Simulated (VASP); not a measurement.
Runs of VASP 6.6.1 on Al2Te2O. The structure is that of space group P6/mmm (No. 191), or close to it. The cells are those of the table. 

```csv
task,cell,k mesh,cutoff (eV),gap on the mesh (eV),pressure (GPa),largest force (eV/Å)
relaxation of cell and atoms,"relaxed from a = 5.556, b = 5.556, c = 6.121 Å, angles 90.0, 90.0, 120.0°, 5 atoms",9 × 9 × 6,600,none,0.0,0.01
single point,"a = 5.556, b = 5.556, c = 6.121 Å, angles 90.0, 90.0, 120.0°, 5 atoms",6 × 6 × 4,520,none,0.0,(a)
single point,"a = 5.572, b = 5.572, c = 6.129 Å, angles 90.0, 90.0, 120.0°, 5 atoms",9 × 9 × 6,520,none,0.0,0.05
single point,"a = 4.516, b = 4.516, c = 7.301 Å, angles 90.0, 90.0, 120.0°, 5 atoms",6 × 6 × 4,520,none,53.2,23.21
```

Alike in all rows: level PBE; potentials or basis VASP PAW PBE potentials, release 64 (Al, Te, O); no spin polarisation; smearing gaussian 0.1 eV.

Task: Estimate the missing entries.

Result: (a) 0.04.

Caveats: spin-orbit coupling is left out, which moves the levels of the heavy elements; forces of over 1 eV/Å act on the atoms, so gaps and moduli don't describe the material at rest (some runs).

A k mesh can miss the band edges, and the runs leave out spin-orbit coupling on Te.

A gap of «none» marks levels without a gap at the run's occupations.
